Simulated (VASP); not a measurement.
**Ca: single point with PBE**

The system is Ca.

```
CELL_PARAMETERS angstrom
0.00000 2.79420 2.79420
2.91994 0.00000 2.79420
2.91994 2.79420 0.00000
ATOMIC_POSITIONS crystal
Ca 0.00000 0.00000 0.00000
```

This cell differs from its parent crystal: strain +0.0450 x Voigt [1, 0, 0, 0, 0, 0].

```json
{
 "Program": "VASP 6.6.1",
 "Task": "single point",
 "Functional": "PBE",
 "Potentials or basis": "VASP PAW PBE potentials, release 64 (Ca_sv)",
 "Cutoff": "520 eV",
 "k mesh": "14 × 14 × 14",
 "Occupations": "gaussian, width 0.15 eV",
 "Spin": "no spin polarisation"
}
```

```json
{
  "Pressure": "-1.2 GPa",
  "Band gap on the k mesh": "zero (bands 5 and 6 overlap by 0.43 eV)"
}
```

Stress tensor (GPa, compression positive):
```
-1.44  0.00  0.00
 0.00 -1.04  0.00
 0.00  0.00 -1.04
```

Levels at points of the mesh, in eV from the Fermi level:
```tsv
k point	band 1	band 2	band 3	band 4	band 5	band 6	band 7	band 8	band 9	band 10
(0.00, 0.00, 0.00)	-42.20	-23.13	-23.12	-23.12	-3.89	2.11	2.30	2.30	3.08	3.32
(0.50, 0.00, 0.00)	-42.19	-23.23	-23.14	-23.13	-0.96	-0.21	2.02	2.24	3.79	3.87
(0.50, 0.50, 0.00)	-42.19	-23.22	-23.17	-23.16	-0.34	0.59	0.97	3.80	3.91	4.07
(0.00, 0.50, 0.50)	-42.19	-23.22	-23.16	-23.16	-0.48	0.58	0.67	3.84	3.99	3.99
```

Run time: 43 s on 1 thread of AMD EPYC 9R45 96-Core Processor (Zen 5), with other jobs on the host, peak memory 0.23 GiB.

Caveat: the cell differs from its parent crystal (strain +0.0450 x Voigt [1, 0, 0, 0, 0, 0]).
